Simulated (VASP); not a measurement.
Wanted: the native input for a VASP 6.6.1 run.

```yaml
Task: single point
Functional: PBE
Potentials_or_basis: VASP PAW PBE potentials, release 64 (Sb)
Cutoff: 500 eV
k_mesh: 12 × 12 × 12
Occupations: gaussian, width 0.014 eV
Spin: no spin polarisation
Dipole_correction: no
Further_INCAR_settings: ALGO = Normal; EDIFF = 1e-06; NBANDS = 8
```

The structure of Sb lies in POSCAR:

```
Sb
1.0
   -1.5765401831      1.5765401831      2.7119384313
    1.5765401831     -1.5765401831      2.7119384313
    1.5765401831      1.5765401831     -2.7119384313
Sb
1
Direct
    0.0000000000      0.0000000000      0.0000000000
```

The input as run:

INCAR

```
  PREC = Accurate
  ENCUT = 500
  EDIFF = 1E-6
  ISMEAR = 0
  SIGMA = 0.014
  LREAL = False
  LASPH = True
  NELM = 120
  ALGO = Normal
  ISIF = 2
  LWAVE = False
  LCHARG = False
  GGA = PE
  NBANDS = 8
  GGA_COMPAT = False
```

KPOINTS

```
regular mesh
0
Gamma
  12 12 12
```

Potentials or basis: VASP PAW PBE potentials, release 64 (Sb).

Run with:

```console
$ cat potpaw_PBE.64/Sb/POTCAR > POTCAR
$ mpirun -np 1 vasp_std > vasp.out
```

It gave:

```json
{
  "Pressure": "1.7 GPa"
}
```

Wall time 48 s on 1 thread of AMD EPYC 7R13, with other jobs on the host, peak memory 0.15 GiB.
